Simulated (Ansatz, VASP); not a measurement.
Given: the input of a run of VASP 6.6.1 on Cu.

INCAR

```
PREC = Accurate
ENCUT = 600
EDIFF = 1E-7
ISMEAR = -1
SIGMA = 0.05
LREAL = False
LASPH = True
NELM = 80
ALGO = Fast
ISIF = 3
LWAVE = False
LCHARG = False
GGA = PS
IBRION = 2
NSW = 60
EDIFFG = -0.01
```

File KPOINTS:

```
regular mesh
0
Gamma
  13 13 13
```

File POSCAR:

```
Cu
1.0
   -1.4427933200      1.4427933200      1.3760814500
    1.4427933200     -1.4427933200      1.3760814500
    1.4427933200      1.4427933200     -1.3760814500
Cu
1
Direct
    0.0000000000      0.0000000000      0.0000000000
```

Potentials or basis: VASP PAW PBE potentials, release 64 (Cu).

Launch:

```sh
$ cat potpaw_PBE.64/Cu/POTCAR > POTCAR
$ mpirun -np 1 vasp_std > vasp.out
```

Problem. Translate it to Ansatz 0.2.0. Potentials there: Ansatz PAW.

Solution. As run (the cutoff follows the program's own potentials):

Contents of input.yaml:

```yaml
crystal:
  lattice:
    - [-1.44279332, 1.44279332, 1.37608145]
    - [1.44279332, -1.44279332, 1.37608145]
    - [1.44279332, 1.44279332, -1.37608145]
  atoms:
    - { symbol: Cu, position: [0.0, 0.0, 0.0] }
hamiltonian:
  xc: pbesol
  pseudopotentials: { kind: paw }
kpoints:
  mp_grid: { grid: [13, 13, 13] }
scf:
  occupations: { method: fermi_dirac, width: 0.05 }
output:
  forces: true
  stress: true
  eigenvalues: true
relax:
  f_tol: 0.01
  max_steps: 40
  cell: { stress_tol: 0.05 }
```

Potentials or basis: Ansatz PAW.

Command:

```console
$ ansatz run input.yaml --threads 2 --pin off --max-ram 5632MiB --backend cpu --events-out ev --progress --plain --runs-dir out
```

Both were run:

|  | VASP | Ansatz | Ansatz less VASP |
| --- | --- | --- | --- |
| gap on the k mesh at the Fermi level, each at its own relaxed structure (eV) | none | none | - |
| relaxed volume (Å³/atom) | 11.42 | 11.36 | -0.056 |
| relaxed cell length with the largest relative difference (Å) | 2.458 | 2.454 | -0.0041 |

VASP's potentials were made for PBE, not for PBEsol. A gap of «none» marks a metal or a gap that the smearing closes. VASP's potentials hold 11 valence electrons a cell and Ansatz's 19, so a difference there can come from the potentials and not from the codes.

Noted on Ansatz's run: the plane-wave basis is chosen anew once the cell has moved, so the energies of steps on either side of that aren't comparable.
